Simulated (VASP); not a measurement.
The system is TaN.

```xyz
2
Lattice="0.0000 2.1877 2.1877 2.1877 0.0000 2.1877 2.1877 2.1877 0.0000" Properties=species:S:1:pos:R:3 pbc="T T T"
Ta    2.1877    2.1877    2.1877
N     0.0000    0.0000    0.0000
```

Base run:

```yaml
Program: VASP 6.6.1
Functional: PBEsol
Potentials_or_basis: VASP PAW PBE potentials, release 64 (Ta_sv_GW, N)
Cutoff: 600 eV
k_mesh: 9 × 9 × 9
Occupations: fermi-dirac, width 0.05 eV
Spin: no spin polarisation
```

Its results: band gap on the k mesh zero (band 9 reaches 15.46 eV, above the bottom of band 10 at 11.71 eV); pressure 0.1 GPa.

Question: The run is repeated on the same cell with these changes: potentials or basis from VASP PAW PBE potentials, release 64 (Ta_sv_GW, N) to VASP PAW PBE potentials, release 64 (Ta_pv, N); cutoff from 600 eV to 520 eV; further incar settings from ALGO = Normal; EDIFF = 1e-06; NBANDS = 16 to ALGO = Normal; EDIFF = 1e-06; NBANDS = 15; valence electrons from 18 to 16. What comes out?

Answer: Band gap on the k mesh zero (band 8 reaches 11.14 eV, above the bottom of band 9 at 7.38 eV); pressure 1.0 GPa.

Caveats: the PAW data sets were made with another functional, which shifts forces and pressure a little; spin-orbit coupling is left out, which moves the levels of the heavy elements.
